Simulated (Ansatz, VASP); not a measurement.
# Sr in VASP and in Ansatz

```
Sr
1.0
    -0.65932    2.75096    2.75096
     2.75096   -0.65932    2.75096
     2.75096    2.75096   -0.65932
Sr
1
Cartesian
  0.0000 0.0000 0.0000
```

Alike in both runs: task single point; functional PBEsol; k mesh 10 × 10 × 10; occupations gaussian, width 0.03 eV; no spin polarisation.

|  | VASP | Ansatz |
| --- | --- | --- |
| version | VASP 6.6.1 | Ansatz 0.2.0 |
| potentials or method | VASP PAW PBE potentials, release 64 (Sr_sv), cutoff 520 eV | scalar-relativistic, plane waves, PAW |
| valence electrons in the cell | 10 | 10 |

```tsv
	VASP	Ansatz	Ansatz less VASP
gap on the k mesh at the Fermi level (eV)	none	none	-
pressure (GPa)	-0.6	-0.6	-0.01
traceless stress, the component that is largest in VASP (GPa)	1.14	1.14	0.000
```

VASP's potentials were made for PBE, not for PBEsol. A gap of «none» marks a metal or a gap that the smearing closes. The functional is the same, so the differences come from potentials, cutoffs and numerics.
